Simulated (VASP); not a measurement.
Write the native input for VASP 6.6.1 that does the following.

* Task: single point
* Functional: PBEsol
* Potentials or basis: VASP PAW PBE potentials, release 64 (N)
* Cutoff: 520 eV
* k mesh: 6 × 6 × 4
* Occupations: gaussian, width 0.01 eV
* Spin: no spin polarisation
* Dipole correction: no
* Further INCAR settings: ALGO = Normal; EDIFF = 1e-07; NBANDS = 18

The structure of N lies in POSCAR:

```
N
1.0
    4.0566493754      0.0000000000      0.0000000000
    0.0000000000      4.0566493754      0.0000000000
    0.0000000000      0.0000000000      5.3100303283
N
4
Direct
    0.9042800000      0.9042800000      0.0000000000
    0.5957200000      0.4042800000      0.5000000000
    0.0957200000      0.0957200000      0.0000000000
    0.4042800000      0.5957200000      0.5000000000
```

These files were run (other wordings do the same):

INCAR

```
SYSTEM = N
ALGO = Normal ; EDIFF = 1E-7
ENCUT = 520 ; GGA = PS
ISIF = 2 ; ISMEAR = 0
LASPH = .TRUE. ; LCHARG = .FALSE.
LREAL = .FALSE. ; LWAVE = .FALSE.
NBANDS = 18 ; NELM = 60
PREC = Accurate ; SIGMA = 0.01
```

KPOINTS

```
k-points
0
G
  6 6 4
  0 0 0
```

Potentials or basis: VASP PAW PBE potentials, release 64 (N).

Launch:

```sh
$ cat potpaw_PBE.64/N/POTCAR > POTCAR
$ mpirun -np 1 vasp_std > vasp.out
```

Results of the run:

The pressure is 2.9 GPa, the largest force is 2.092 eV/Å and the band gap on the k mesh is 6.87 eV, indirect (least direct gap 7.08 eV).

Caveat: the standard files for N, O and F lose accuracy on very short bonds; the PAW data sets were made with another functional, which shifts forces and pressure a little.

Run time: 22 s on 1 thread of Intel(R) Xeon(R) Platinum 8559C (Emerald Rapids) (shared host), peak memory 0.18 GiB.
